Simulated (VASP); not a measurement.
# InO in VASP: notebook

Runs on InO. Level: PBEsol+D3(BJ). Tasks: single point.

Program: VASP 6.6.1. These are calculated values, not measurements. Logs are shortened: lines on timing, memory, paths and dates and some standing lists are left out, and cuts for length are marked.

### 1 The cell of the first run

The cell holds a slab with vacuum, 4 atoms: a = 3.421 Å, b = 3.421 Å, c = 15.360 Å, α = 90.00°, β = 90.00°, γ = 120.00°.

### 2 Single point, PBEsol+D3(BJ)

Input file INCAR:

```
SYSTEM = InO
PREC = Accurate
ENCUT = 520
EDIFF = 1E-6
ISMEAR = 0
SIGMA = 0.05
LREAL = .False.
LASPH = .True.
NELM = 100
ALGO = Normal
ISIF = 2
LWAVE = .False.
LCHARG = .True.
GGA = PS
IVDW = 12
LELF = .True.
LVHAR = .True.
NBANDS = 27
```

Input file KPOINTS:

```
Automatic mesh
0
Gamma
  12 12 4
  0 0 0
```

Input file POSCAR:

```
InO
1.0
    3.4213980954      0.0000000000      0.0000000000
   -1.7106990477      2.9630176671      0.0000000000
    0.0000000000      0.0000000000     15.3602892440
In O
2 2
Direct
    0.6666666667      0.3333333333      0.5886730781
    0.6666666667      0.3333333333      0.4113269219
    0.0000000000      0.0000000000      0.6398171659
    0.0000000000      0.0000000000      0.3601828341
```

Potentials or basis: VASP PAW PBE potentials, release 64 (In_d, O).

Command:

```
$ cat potpaw_PBE.64/In_d/POTCAR potpaw_PBE.64/O/POTCAR > POTCAR
$ mpirun -np 1 vasp_std > vasp.out
```

OUTCAR:

```text
SYSTEM = InO
   PREC = Accurate
   ENCUT = 520
   EDIFF = 1E-6
   ISMEAR = 0
   LREAL = .False.
   LASPH = .True.
   NELM = 100
   ISIF = 2
   GGA = PS
   IVDW = 12
 IVDW          = 12

 ion  position               nearest neighbor table
   1  0.667  0.333  0.589-   3 2.13   3 2.13   3 2.13   2 2.72
   2  0.667  0.333  0.411-   4 2.13   4 2.13   4 2.13   1 2.72
   3  0.000  0.000  0.640-   1 2.13   1 2.13   1 2.13
   4  0.000  0.000  0.360-   2 2.13   2 2.13   2 2.13

  LATTYP: Found a hexagonal cell.
 ALAT       =     3.4213980954
 C/A-ratio  =     4.4894773469

  Lattice vectors:

 A1 = (   3.4213980954,   0.0000000000,   0.0000000000)
 A2 = (  -1.7106990477,   2.9630176671,   0.0000000000)
 A3 = (   0.0000000000,   0.0000000000,  15.3602892440)

Analysis of symmetry for initial positions (statically):
=====================================================================
 Subroutine PRICEL returns:
 Original cell was already a primitive cell.

 Routine SETGRP: Setting up the symmetry group for a
 hexagonal supercell.

 Subroutine GETGRP returns: Found 12 space group operations
 (whereof 12 operations were pure point group operations)
 out of a pool of 24 trial point group operations.

The static configuration has the point symmetry D_3h.

Analysis of symmetry for dynamics (positions and initial velocities):
=====================================================================
 Subroutine PRICEL returns:
 Original cell was already a primitive cell.

 Routine SETGRP: Setting up the symmetry group for a
 hexagonal supercell.

 Subroutine GETGRP returns: Found 12 space group operations
 (whereof 12 operations were pure point group operations)
 out of a pool of 24 trial point group operations.

The dynamic configuration has the point symmetry D_3h.

 Subroutine INISYM returns: Found 12 space group operations
 (whereof 12 operations are pure point group operations),
 and found     1 'primitive' translations

----------------------------------------------------------------------------------------

                                     Primitive cell

  volume of cell :     155.7174

  direct lattice vectors                    reciprocal lattice vectors
     3.421398095  0.000000000  0.000000000     0.292278178  0.168746884  0.000000000
    -1.710699048  2.963017667  0.000000000     0.000000000  0.337493769  0.000000000
     0.000000000  0.000000000 15.360289244     0.000000000  0.000000000  0.065102941

  length of vectors
     3.421398095  3.421398095 15.360289244     0.337493769  0.337493769  0.065102941

  position of ions in fractional coordinates (direct lattice)
[... 86 lines left out ...]
   NSW    =      0    number of steps for IOM
   IBRION =     -1    ionic relax: 0-MD 1-quasi-New 2-CG
   NFREE  =      0    steps in history (QN), initial steepest desc. (CG)
   ISIF   =      2    stress and relaxation
   ISYM   =      2    0-nonsym 1-usesym 2-fastsym
   POTIM  = 0.5000    time-step for ionic-motion
   TEBEG  =    0.0;   TEEND  =   0.0 temperature during run
   PSTRESS=    0.0 pullay stress
   NELECT =      38.0000    total number of electrons
   NUPDOWN=      -1.0000    fix difference up-down
   EMIN   =  10.00;   EMAX   =-10.00  energy-range for DOS
   EFERMI =   0.00;   METHOD = LEGACY
   ISMEAR =     0;   SIGMA  =   0.05  broadening in eV -4-tet -1-fermi 0-gaus
   EFERMI_NEDOS =   21; number of points for ismear=-14 and -15
   IALGO  =     38    algorithm
   IMIX   =      4    mixing-type and parameters
     AMIX     =   0.40;   BMIX     =  1.00
     AMIX_MAG =   1.60;   BMIX_MAG =  1.00
  volume/ion in A,a.u.               =      38.93       262.71
  Fermi-wavevector in a.u.,A,eV,Ry     =   1.023035  1.933255 14.239852  1.046600
  Thomas-Fermi vector in A             =   2.156746
   LORBIT       =      0    0 simple, 1 ext, 2 COOP (PROOUT), +10 PAW based schemes
   GGA     = PS    functional components
   LHFCALC =     F    Hartree Fock is set to
   AEXX    =    0.0000 exact exchange contribution
   IVDW    =    12    specifies the selected vdW correction
   LEPSILON=     F    determine dielectric tensor
   LRPA    =     F    only Hartree local field effects (RPA)
 non-spin polarized calculation
 Gauss-broadening in eV      SIGMA  =   0.05
  energy-cutoff  :      520.00
  volume of cell :      155.72
 maximum number of plane-waves:      4221
 NGX is ok and might be reduce to    28

 number of electron      37.9999993 magnetization

 Free energy of the ion-electron system (eV)
  ---------------------------------------------------
  ext. energy  EPLUGINS =         0.00000000
  ---------------------------------------------------
  free energy    TOTEN  =       -20.79336415 eV

  energy without entropy =      -20.79336415  energy(sigma->0) =      -20.79336415

 E-fermi :  -1.4047     XC(G=0):  -5.0814

 val. band max:       -1.6284237151   @ k =   0.3333   0.3333   0.2500
 cond. band min:      -1.0322452570   @ k =   0.0000   0.0000   0.5000
 fundamental gap:      0.5961784581
 Fermi energy:        -1.4046942370

 k-point     1 :       0.0000    0.0000    0.0000
  band No.  band energies     occupation
      1     -19.2251      2.00000
      2     -19.1953      2.00000
      3     -15.0436      2.00000
      4     -15.0202      2.00000
      5     -15.0202      2.00000
      6     -14.9520      2.00000
[... 709 lines left out ...]
     26       6.9123      0.00000
     27       7.8587      0.00000

 [... further k-points ...]

------------------------ aborting loop because EDIFF is reached ----------------------------------------

 Edisp (eV)   -0.51064

 E8    (eV) :    -0.3538

  FORCE on cell =-STRESS in cart. coord.  units (eV):
  Direction    XX          YY          ZZ          XY          YZ          ZX
  --------------------------------------------------------------------------------------
  -------------------------------------------------------------------------------------
  Total      -1.28009    -1.28009     1.08791     0.00000     0.00000     0.00000
  in kB     -13.17089   -13.17089    11.19352     0.00000     0.00000     0.00000
  external pressure =       -5.05 kB  Pullay stress =        0.00 kB

 VOLUME and BASIS-vectors are now :
 -----------------------------------------------------------------------------
  energy-cutoff  :      520.00
  volume of cell :      155.72
      direct lattice vectors                 reciprocal lattice vectors
     3.421398095  0.000000000  0.000000000     0.292278178  0.168746884  0.000000000
    -1.710699048  2.963017667  0.000000000     0.000000000  0.337493769  0.000000000
     0.000000000  0.000000000 15.360289244     0.000000000  0.000000000  0.065102941

 POSITION                                       TOTAL-FORCE (eV/Angst)
 -----------------------------------------------------------------------------------
      1.71070      0.98767      9.04219        -0.000000      0.000000      0.473198
      1.71070      0.98767      6.31810         0.000000      0.000000     -0.473198
      0.00000      0.00000      9.82778         0.000000     -0.000000     -0.024660
      0.00000      0.00000      5.53251         0.000000     -0.000000      0.024660
 -----------------------------------------------------------------------------------
    total drift:                                0.000000     -0.000000      0.000000

  FREE ENERGIE OF THE ION-ELECTRON SYSTEM (eV)
  ---------------------------------------------------
  free  energy   TOTEN  =       -21.3040037597 eV

  energy  without entropy=      -21.3040037597  energy(sigma->0) =      -21.30400376
```

OSZICAR:

```text
N       E                     dE             d eps       ncg     rms          rms(c)
DAV:   1     0.401026348779E+03    0.40103E+03   -0.18025E+04  3110   0.145E+03
DAV:   2     0.404541967099E+02   -0.36057E+03   -0.34611E+03  3351   0.383E+02
DAV:   3    -0.216502475710E+02   -0.62104E+02   -0.61222E+02  3908   0.175E+02
[... 13 lines left out ...]
DAV:  17    -0.207933189694E+02   -0.41915E-04   -0.35343E-06  3380   0.182E-02    0.471E-03
DAV:  18    -0.207933571551E+02   -0.38186E-04   -0.19540E-06  2830   0.858E-03    0.117E-03
DAV:  19    -0.207933607034E+02   -0.35483E-05   -0.22205E-07  2787   0.426E-03    0.130E-03
DAV:  20    -0.207933635402E+02   -0.28369E-05   -0.97864E-08  2334   0.275E-03    0.413E-04
DAV:  21    -0.207933641532E+02   -0.61301E-06   -0.35505E-08  2607   0.202E-03
   1 F= -.21304004E+02 E0= -.21304004E+02  d E =-.795264E-12
```

stdout:

```text
POSCAR found type information on POSCAR InO
 POSCAR found :  2 types and       4 ions
 scaLAPACK will be used
 -----------------------------------------------------------------------------
|                                                                             |
|                                                                             |
|     You enforced a specific xc type in the INCAR file but a different       |
|     I HOPE YOU KNOW WHAT YOU ARE DOING!                                     |
|                                                                             |
 -----------------------------------------------------------------------------

 LDA part: xc-table for (Slater+PW92), standard interpolation
 POSCAR, INCAR and KPOINTS ok, starting setup
 FFT: planning ... GRIDC
 FFT: planning ... GRID_SOFT
 FFT: planning ... GRID
 WAVECAR not read
 entering main loop
```

Run time: 2.7 min. Hardware: 1 thread of Intel Xeon 6975P-C (Granite Rapids), shared host; peak memory 0.42 GiB.

Results:

```yaml
Free_energy: -21.3040 eV
Largest_force: 0.473 eV/Å
Band_gap_on_the_k_mesh: 0.60 eV (least direct gap 1.20 eV)
Dispersion_energy_per_atom: -0.128 eV
```

Forces in eV/Å, atoms in the order of the input:
```
In   0.000  0.000  0.473
In   0.000  0.000 -0.473
O    0.000  0.000 -0.025
O    0.000  0.000  0.025
```

Levels at points of the mesh, in eV from the valence-band top:
| k point | band 17 | band 18 | band 19 | band 20 | band 21 | band 22 |
| --- | --- | --- | --- | --- | --- | --- |
| (0.00, 0.00, 0.00) | -1.55 | -1.55 | -0.61 | 0.60 | 3.53 | 6.40 |
| (0.50, 0.00, 0.00) | -2.42 | -1.85 | -0.20 | 2.37 | 4.57 | 5.76 |
| (0.00, 0.00, 0.50) | -1.55 | -1.55 | -0.61 | 0.60 | 3.53 | 6.21 |
| (0.50, 0.00, 0.50) | -2.42 | -1.85 | -0.20 | 2.37 | 4.57 | 5.76 |

Caveat: the PAW data sets were made with another functional, which shifts forces and pressure a little; spin-orbit coupling is left out, which moves the levels of the heavy elements.

### 3 Single point, PBEsol+D3(BJ)

This run uses another cell than the first one, of the same volume but with other edges.

Input file INCAR:

```
SYSTEM = InO
PREC = Accurate ; ENCUT = 520
EDIFF = 1E-6 ; ISMEAR = 0
SIGMA = 0.05 ; LREAL = .FALSE.
LASPH = .TRUE. ; NELM = 100
ALGO = Normal ; ISIF = 2
LWAVE = .FALSE. ; LCHARG = .TRUE.
GGA = PS ; IVDW = 12
LELF = .TRUE. ; LVHAR = .TRUE.
NBANDS = 27
```

Input file KPOINTS:

```
Automatic mesh
0
G
  12 12 4
  0 0 0
```

Input file POSCAR:

```
InO
1.0
    3.3207097752      0.0000000000      0.0000000000
   -1.6603548876      2.8758190240      0.0000000000
    0.0000000000      0.0000000000     16.3058998720
In O
2 2
Direct
    0.6666666667      0.3333333333      0.5886730781
    0.6666666667      0.3333333333      0.4113269219
    0.0000000000      0.0000000000      0.6398171659
    0.0000000000      0.0000000000      0.3601828341
```

Potentials or basis: VASP PAW PBE potentials, release 64 (In_d, O).

Command:

```
$ cat potpaw_PBE.64/In_d/POTCAR potpaw_PBE.64/O/POTCAR > POTCAR
$ mpirun -np 1 vasp_std > vasp.out
```

Wall time 3.1 min (1 thread of Intel Xeon 6975P-C (Granite Rapids), shared host); peak memory 0.43 GiB.

It converged, with:

```
Free energy                : -21.2791 eV
Largest force              : 0.556 eV/Å
Band gap on the k mesh     : 0.33 eV (least direct gap 1.34 eV)
Dispersion energy per atom : -0.133 eV
```

Forces on the atoms (eV/Å):
```
In   0.000  0.000 -0.556
In   0.000  0.000  0.556
O    0.000  0.000  0.129
O    0.000  0.000 -0.129
```

Levels at points of the mesh, in eV from the valence-band top:
```csv
k point,band 16,band 17,band 18,band 19,band 20,band 21,band 22,band 23
"(0.00, 0.00, 0.00)",-1.86,-1.83,-1.83,-1.01,0.33,3.29,6.24,6.26
"(0.50, 0.00, 0.00)",-2.84,-2.74,-2.42,-0.40,2.13,4.34,5.03,7.34
"(0.00, 0.00, 0.50)",-1.86,-1.83,-1.83,-1.01,0.33,3.29,6.02,6.70
"(0.50, 0.00, 0.50)",-2.84,-2.74,-2.42,-0.40,2.13,4.34,5.03,7.34
```

Caveat: the PAW data sets were made with another functional, which shifts forces and pressure a little; spin-orbit coupling is left out, which moves the levels of the heavy elements.

[end of part 1 of 2]
